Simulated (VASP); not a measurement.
Sb:

```
CELL_PARAMETERS angstrom
2.15420 1.24373 3.75800
-2.15420 1.24373 3.75800
0.00000 -2.48746 3.75800
ATOMIC_POSITIONS crystal
Sb 0.23349 0.23349 0.23349
Sb 0.76651 0.76651 0.76651
```

```yaml
Program: VASP 6.6.1
Task: relaxation of cell and atoms
Functional: PBEsol
Potentials_or_basis: VASP PAW PBE potentials, release 64 (Sb)
Cutoff: 600 eV
k_mesh: 13 × 13 × 13
Occupations: fermi-dirac, width 0.05 eV
Spin: no spin polarisation
```

At the start: pressure 0.2 GPa; volume 30.21 Å³/atom.

**Question.** How do energy, volume and symmetry change on relaxing?

**Answer.** Over 7 steps the energy falls by 3.8 meV/atom and the volume is 29.80 Å³/atom (-1.3 %); space group R-3m (No. 166, to 0.1 Å) before and after.

The path:
```csv
step,energy change (eV),largest force (eV/Å),pressure (GPa),volume (Å³)
1,0.0000,0.2053,0.24,60.41
2,-0.0030,0.0799,-0.45,60.81
3,-0.0031,0.0524,-0.60,60.90
4,-0.0056,0.0297,-0.38,60.42
5,-0.0074,0.0051,0.03,59.63
6,-0.0074,0.0073,0.06,59.57
7,-0.0075,0.0111,0.00,59.61
```

Final structure:
```cif
data_structure
_symmetry_space_group_name_H-M 'P 1'
_symmetry_Int_Tables_number 1
_cell_length_a 4.4511
_cell_length_b 4.4511
_cell_length_c 4.4511
_cell_angle_alpha 58.076
_cell_angle_beta 58.076
_cell_angle_gamma 58.076
_cell_volume 59.61
loop_
_atom_site_label
_atom_site_type_symbol
_atom_site_fract_x
_atom_site_fract_y
_atom_site_fract_z
_atom_site_occupancy
Sb1 Sb 0.23650 0.23650 0.23650 1
Sb2 Sb 0.76350 0.76350 0.76350 1
```

Caveat: the PAW data sets were made with another functional, which shifts forces and pressure a little.
